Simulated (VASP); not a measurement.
Here is a VASP 6.6.1 calculation.

File INCAR:

```
SYSTEM = Pd
PREC = Accurate
ENCUT = 600
EDIFF = 1E-8
ISMEAR = -1
SIGMA = 0.05
LREAL = .False.
LASPH = .True.
NELM = 60
ALGO = Fast
ISIF = 3
LWAVE = .False.
LCHARG = .True.
GGA = PS
NBANDS = 11
IBRION = 6
NFREE = 2
POTIM = 0.015
NSW = 1
```

Contents of KPOINTS:

```
regular mesh
0
Gamma
  9 9 9
  0 0 0
```

Contents of POSCAR:

```
Pd
1.0
    0.0000000000      1.9465000000      1.9465000000
    1.9465000000      0.0000000000      1.9465000000
    1.9465000000      1.9465000000      0.0000000000
Pd
1
Direct
    0.0000000000      0.0000000000      0.0000000000
```

Potentials or basis: VASP PAW PBE potentials, release 64 (Pd).

Run with:

```bash
$ cat potpaw_PBE.64/Pd/POTCAR > POTCAR
$ mpirun -np 1 vasp_std > vasp.out
```

**Question.** Predict the elastic constants C11, C12, C44.

**Answer.** 248, 164, 71 GPa.

**Question.** Predict the Voigt bulk modulus.

**Answer.** 192 GPa.

Elastic tensor in Voigt notation (GPa, in the Cartesian axes of the cell as first typed):
```
248 164 164   0   0   0
164 248 164   0   0   0
164 164 248   0   0   0
  0   0   0  71   0   0
  0   0   0   0  71   0
  0   0   0   0   0  71
```

Caveat: the cell is under stress, which shifts elastic constants; the PAW data sets were made with another functional, which shifts forces and pressure a little.
